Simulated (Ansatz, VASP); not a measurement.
Two plane-wave programs on Ti

The input INCAR:

```
SYSTEM = Ti
ALGO     = Normal         ! electronic algorithm
EDIFF    = 1E-6           ! SCF threshold, eV
ENCUT    = 520            ! plane-wave cutoff, eV
GGA      = PS             ! functional
ISIF     = 2              ! what is computed and relaxed
ISMEAR   = -1             ! smearing method
LASPH    = .True.         ! aspherical terms in the spheres
LCHARG   = .False.        ! write CHGCAR
LREAL    = .False.        ! projectors in reciprocal space
LWAVE    = .False.        ! write WAVECAR
NBANDS   = 19             ! bands
NELM     = 60             ! most SCF steps
PREC     = Accurate       ! precision mode
SIGMA    = 0.08           ! smearing width, eV
```

Contents of KPOINTS:

```
k-points
0
Gamma
  17 17 9
  0 0 0
```

File POSCAR:

```
Ti
1.0
    2.3960873043      0.0000000000      0.0000000000
   -1.1980436522      2.0750724752      0.0000000000
    0.0000000000      0.0000000000      4.3754088513
Ti
2
Direct
    0.3333333333      0.6666666667      0.2500000000
    0.6666666667      0.3333333333      0.7500000000
```

Input for Ansatz:

```yaml
crystal:
  lattice:
    - [2.3960873043, 0.0, 0.0]
    - [-1.1980436522, 2.0750724752, 0.0]
    - [0.0, 0.0, 4.3754088513]
  atoms:
    - { symbol: Ti, position: [0.3333333333, 0.6666666667, 0.25] }
    - { symbol: Ti, position: [0.6666666667, 0.3333333333, 0.75] }
kpoints:
  mp_grid: { grid: [17, 17, 9] }
scf:
  occupations: { method: fermi_dirac, width: 0.08 }
hamiltonian:
  xc: pbesol
  pseudopotentials: { kind: paw }
output:
  forces: true
  stress: true
  eigenvalues: true
  populations: true
```

Change from the starting cell: volume scaled by 0.65, PAW files.

Alike in both runs: task single point; functional PBEsol; k mesh 17 × 17 × 9; occupations fermi-dirac, width 0.08 eV; no spin polarisation.

|  | VASP | Ansatz |
| --- | --- | --- |
| version | VASP 6.6.1 | Ansatz 0.2.0 |
| potentials or method | VASP PAW PBE potentials, release 64 (Ti_sv) | PAW with Ansatz's default frozen-core files, scalar-relativistic |
| plane-wave cutoff (eV) | 520 | 420 |
| valence electrons in the cell | 24 | 24 |

|  | VASP | Ansatz | Ansatz less VASP |
| --- | --- | --- | --- |
| pressure (GPa) | 94.1 | 95.2 | +1.09 |
| traceless stress, the component that is largest in VASP (GPa) | -0.77 | 0.22 | +0.987 |

VASP's potentials were made for PBE, not for PBEsol. Both programs put the cell under a high pressure, so it lies far from rest at this level. With one functional, cell and mesh, what is left measures potentials, basis and numerics.

Noted on VASP's run: the cell as given lies far from equilibrium.
